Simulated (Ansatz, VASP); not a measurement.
Two plane-wave programs on PtSe2

```
CELL_PARAMETERS angstrom
5.74652 0.00000 0.00000
0.00000 5.74652 0.00000
0.00000 0.00000 3.98134
ATOMIC_POSITIONS crystal
Pt 0.00000 0.00000 0.00000
Pt 0.50000 0.50000 0.50000
Se 0.30923 0.30923 0.00000
Se 0.19077 0.80923 0.50000
Se 0.80923 0.19077 0.50000
Se 0.69077 0.69077 0.00000
```

Alike in both runs: task single point; functional PBE; k mesh 4 × 4 × 6; occupations fermi-dirac, width 0.02 eV; no spin polarisation.

|  | VASP | Ansatz |
| --- | --- | --- |
| version | VASP 6.6.1 | Ansatz 0.2.0 |
| potentials or method | VASP PAW PBE potentials, release 64 (Pt, Se) | plane waves, PAW |
| plane-wave cutoff (eV) | 520 | 420 |
| valence electrons in the cell | 44 | 100 |

Ansatz gave:

```
pressure (GPa)                                                : 2.6
traceless stress, the component that is largest in VASP (GPa) : 0.34
rms of the force components (eV/Å)                            : 0.011
```

Problem. Which values does VASP return?

Solution. Pressure (GPa): 2.5; traceless stress, the component that is largest in VASP (GPa): 0.33; rms of the force components (eV/Å): 0.011.

Atom by atom the forces differ by 0.000 eV/Å (rms over components). The functional is the same, so the differences come from potentials, cutoffs and numerics. VASP's potentials hold 44 valence electrons a cell and Ansatz's 100, so a difference there can come from the potentials and not from the codes.

Spin-orbit coupling is off throughout.
